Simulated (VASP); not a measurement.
Write the native input for VASP 6.6.1 that does the following.

| Property | Result |
| --- | --- |
| Task | single point |
| Functional | PBE |
| Potentials or basis | VASP PAW PBE potentials, release 64 (Cs_sv, As) |
| Cutoff | 520 eV |
| k mesh | 6 × 4 × 4 |
| Occupations | gaussian, width 0.2 eV |
| Spin | no spin polarisation |
| Dipole correction | no |
| Further INCAR settings | ALGO = Normal; EDIFF = 1e-06; NBANDS = 38 |

The structure of CsAs lies in POSCAR:

```
CsAs
1.0
    0.0000000000      0.0000000000      4.2949375854
    8.5898751708      0.0000000000      0.0000000000
    0.0000000000      8.5898751708      0.0000000000
Cs As
4 4
Direct
    0.0000000000      0.0000000000      0.5000000000
    0.0000000000      0.0000000000      1.0000000000
    0.0000000000      0.5000000000      0.5000000000
    0.0000000000      0.5000000000      0.0000000000
    0.5000000000      0.2500000000      0.2500000000
    0.5000000000      0.2500000000      0.7500000000
    0.5000000000      0.7500000000      0.2500000000
    0.5000000000      0.7500000000      0.7500000000
```

These files were run (other wordings do the same):

INCAR

```
ALGO     = Normal         # electronic algorithm
EDIFF    = 1E-6           # SCF threshold, eV
ENCUT    = 520            # plane-wave cutoff, eV
GGA      = PE             # functional
ISIF     = 2              # what is computed and relaxed
ISMEAR   = 0              # smearing method
LASPH    = T              # aspherical terms in the spheres
LCHARG   = F              # write CHGCAR
LREAL    = F              # projectors in reciprocal space
LWAVE    = F              # write WAVECAR
NBANDS   = 38             # bands
NELM     = 100            # most SCF steps
PREC     = Accurate       # precision mode
SIGMA    = 0.2            # smearing width, eV
```

KPOINTS

```
k-points
0
Gamma
  6 4 4
```

Potentials or basis: VASP PAW PBE potentials, release 64 (Cs_sv, As).

The run is started by

```console
$ cat potpaw_PBE.64/Cs_sv/POTCAR potpaw_PBE.64/As/POTCAR > POTCAR
$ mpirun -np 1 vasp_std > vasp.out
```

It gave:

The pressure is 0.1 GPa. The band gap on the k mesh is zero (band 28 reaches 1.78 eV, above the bottom of band 29 at 0.95 eV).

Caveat: spin-orbit coupling is left out, which moves the levels of the heavy elements.

Run time: 2.8 min on 1 thread of Intel(R) Xeon(R) Platinum 8488C (Sapphire Rapids) (shared host), peak memory 0.46 GiB.
